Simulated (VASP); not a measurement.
# Sr (P6_3/mmc) in VASP: notebook, part 2 of 2

VASP 6.6.1. Earlier steps stand in the parts before.

## 5. Single point, BLYP (58.67 Å³/atom)

This run uses another cell than the first one, of 58.67 Å³/atom.

Input file INCAR:

```
SYSTEM = Sr
PREC = Accurate ; ENCUT = 520
EDIFF = 1E-6 ; ISMEAR = -1
SIGMA = 0.1 ; LREAL = .FALSE.
LASPH = .TRUE. ; NELM = 60
ALGO = Normal ; ISIF = 2
LWAVE = .FALSE. ; LCHARG = .FALSE.
GGA = B5 ; ALDAX = 1.0
AGGAX = 1.0 ; AGGAC = 1.0
ALDAC = 0.0 ; NBANDS = 28
```

Input file KPOINTS:

```
Automatic mesh
0
G
  10 10 3
  0 0 0
```

Input file POSCAR:

```
Sr
1.0
    4.3613470243      0.0000000000      0.0000000000
   -2.1806735121      3.7770373177      0.0000000000
    0.0000000000      0.0000000000     14.2454058306
Sr
4
Direct
    1.0000000000      1.0000000000      1.0000000000
    1.0000000000      0.0000000000      0.5000000000
    0.3333333333      0.6666666667      0.2500000000
    0.6666666667      0.3333333333      0.7500000000
```

Potentials or basis: VASP PAW PBE potentials, release 64 (Sr_sv).

The run is started by

```bash
> cat potpaw_PBE.64/Sr_sv/POTCAR > POTCAR
> mpirun -np 1 vasp_std > vasp.out
```

OUTCAR:

```text
SYSTEM = Sr
   PREC = Accurate
   ENCUT = 520
   EDIFF = 1E-6
   ISMEAR = -1
   LREAL = .FALSE.
   LASPH = .TRUE.
   NELM = 60
   ISIF = 2
   GGA = B5

 ion  position               nearest neighbor table
   1  0.000  0.000  0.000-   3 4.36   4 4.36   3 4.36   4 4.36   4 4.36   3 4.36
   2  0.000  0.000  0.500-   3 4.36   4 4.36   3 4.36   4 4.36   4 4.36   3 4.36
   3  0.333  0.667  0.250-   1 4.36   2 4.36   1 4.36   2 4.36   1 4.36   2 4.36
   4  0.667  0.333  0.750-   1 4.36   2 4.36   1 4.36   2 4.36   1 4.36   2 4.36

  LATTYP: Found a hexagonal cell.
 ALAT       =     4.3613470243
 C/A-ratio  =     3.2662857946

  Lattice vectors:

 A1 = (   4.3613470243,   0.0000000000,   0.0000000000)
 A2 = (  -2.1806735121,   3.7770373177,   0.0000000000)
 A3 = (   0.0000000000,   0.0000000000,  14.2454058306)

Analysis of symmetry for initial positions (statically):
=====================================================================
 Subroutine PRICEL returns:
 Original cell was already a primitive cell.

 Routine SETGRP: Setting up the symmetry group for a
 hexagonal supercell.

 Subroutine GETGRP returns: Found 24 space group operations
 (whereof 12 operations were pure point group operations)
[... 165 lines left out ...]
  free energy    TOTEN  =        -3.80311918 eV

  energy without entropy =       -3.61886090  energy(sigma->0) =       -3.71099004

 E-fermi :   1.8227     XC(G=0):  -6.7082

 val. band max:        1.7865445234   @ k =   0.3000   0.2000   0.3333
 cond. band min:       1.8228089442   @ k =   0.3000   0.3000   0.0000
 fundamental gap:      0.0362644208
 Fermi energy:         1.8227447223

 k-point     1 :       0.0000    0.0000    0.0000
  band No.  band energies     occupation
      1     -34.9924      2.00000
      2     -34.9874      2.00000
      3     -34.9871      2.00000
      4     -34.9821      2.00000
      5     -17.1060      2.00000
      6     -17.0311      2.00000
[... 733 lines left out ...]
     27       3.2323      0.00000
     28       3.5049      0.00000

 [... further k-points ...]
[... 5 lines left out ...]
  --------------------------------------------------------------------------------------
  -------------------------------------------------------------------------------------
  Total       -0.5394539     -0.5394539     -0.4972389     -0.0000000     -0.0000000      0.0000000
  in kB       -3.6831398     -3.6831398     -3.3949151     -0.0000000     -0.0000000      0.0000000
  external PRESSURE =      -3.5870649 kB  Pullay stress =       0.0000000 kB

 VOLUME and BASIS-vectors are now :
 -----------------------------------------------------------------------------
  energy-cutoff  :      520.00
  volume of cell :      234.66
      direct lattice vectors                 reciprocal lattice vectors
     4.361347024  0.000000000  0.000000000     0.229286960  0.132378888  0.000000000
    -2.180673512  3.777037318  0.000000000     0.000000000  0.264757776  0.000000000
     0.000000000  0.000000000 14.245405831     0.000000000  0.000000000  0.070198070

 POSITION                                       TOTAL-FORCE (eV/Angst)
 -----------------------------------------------------------------------------------
      0.00000      0.00000      0.00000         0.000000      0.000000      0.000000
      0.00000      0.00000      7.12270         0.000000      0.000000      0.000000
     -0.00000      2.51802      3.56135        -0.000000      0.000000     -0.000000
      2.18067      1.25901     10.68405         0.000000      0.000000      0.000000
 -----------------------------------------------------------------------------------
    total drift:                               -0.000000      0.000000      0.000000

  FREE ENERGIE OF THE ION-ELECTRON SYSTEM (eV)
  ---------------------------------------------------
  free  energy   TOTEN  =        -3.8031191762 eV

  energy  without entropy=       -3.6188608994  energy(sigma->0) =       -3.71099004
```

OSZICAR:

```text
N       E                     dE             d eps       ncg     rms          rms(c)
DAV:   1     0.266696489320E+03    0.26670E+03   -0.18094E+04  1576   0.121E+03
DAV:   2     0.195945272542E+02   -0.24710E+03   -0.24363E+03  1824   0.283E+02
DAV:   3    -0.233911632467E+01   -0.21934E+02   -0.21681E+02  2500   0.593E+01
DAV:   4    -0.371792335690E+01   -0.13788E+01   -0.13729E+01  2288   0.138E+01
DAV:   5    -0.378401219281E+01   -0.66089E-01   -0.66031E-01  2300   0.268E+00    0.200E+01
DAV:   6    -0.379350016843E+01   -0.94880E-02   -0.37857E-02  2144   0.120E+00    0.117E+01
DAV:   7    -0.380043715358E+01   -0.69370E-02   -0.48876E-02  2056   0.142E+00    0.291E-01
DAV:   8    -0.380216444458E+01   -0.17273E-02   -0.44475E-03  2404   0.257E-01    0.114E-01
DAV:   9    -0.380265340968E+01   -0.48897E-03   -0.46183E-04  2384   0.725E-02    0.659E-02
DAV:  10    -0.380306423242E+01   -0.41082E-03   -0.64395E-04  1856   0.794E-02    0.362E-02
DAV:  11    -0.380310283701E+01   -0.38605E-04   -0.52571E-05  1720   0.188E-02    0.929E-03
DAV:  12    -0.380311607024E+01   -0.13233E-04   -0.21116E-05  1392   0.125E-02    0.700E-03
DAV:  13    -0.380311900385E+01   -0.29336E-05   -0.12101E-05  1420   0.959E-03    0.236E-03
DAV:  14    -0.380311917622E+01   -0.17237E-06   -0.92060E-07  1472   0.341E-03
   1 F= -.38031192E+01 E0= -.37109900E+01  d E =-.184258E+00
```

stdout:

```text
POSCAR found type information on POSCAR Sr
 POSCAR found :  1 types and       4 ions
 scaLAPACK will be used
 -----------------------------------------------------------------------------
|                                                                             |
|                                                                             |
|     You enforced a specific xc type in the INCAR file but a different       |
|     I HOPE YOU KNOW WHAT YOU ARE DOING!                                     |
|                                                                             |
 -----------------------------------------------------------------------------

 LDA part: xc-table for (Slater(with rela. corr.)+VWN5), standard interpolation
 POSCAR, INCAR and KPOINTS ok, starting setup
 FFT: planning ... GRIDC
 FFT: planning ... GRID_SOFT
 FFT: planning ... GRID
 WAVECAR not read
 entering main loop
```

It took 4.7 min on 1 thread of Oxide Virtual Turin-like, shared host; peak memory 0.36 GiB.

What came out:

```yaml
Free_energy: -3.8031 eV
Pressure: -0.4 GPa
Band_gap_on_the_k_mesh: zero (bands 20 and 21 overlap by 0.12 eV)
```

Caveat: the PAW data sets were made with another functional, which shifts forces and pressure a little.

## 6. Overview

```tsv
cell	gap on the mesh (eV)	pressure (GPa)
a = 4.187, b = 4.187, c = 13.675 Å, angles 90.0, 90.0, 120.0°, 4 atoms	none	1.1
a = 4.247, b = 4.247, c = 13.870 Å, angles 90.0, 90.0, 120.0°, 4 atoms	none	0.5
a = 4.305, b = 4.305, c = 14.060 Å, angles 90.0, 90.0, 120.0°, 4 atoms	none	0.0
a = 4.361, b = 4.361, c = 14.245 Å, angles 90.0, 90.0, 120.0°, 4 atoms	none	-0.4
```

Alike in all rows: task single point; level BLYP; potentials or basis VASP PAW PBE potentials, release 64 (Sr_sv); no spin polarisation; k mesh 10 × 10 × 3; cutoff (eV) 520; smearing fermi-dirac 0.1 eV.

Caveats: the PAW data sets were made with another functional, which shifts forces and pressure a little.

Total energies depend on the potentials used, so only differences within one code and one set of settings carry meaning.

The gap in the log of VASP goes by the Fermi energy; the results here count the filled bands.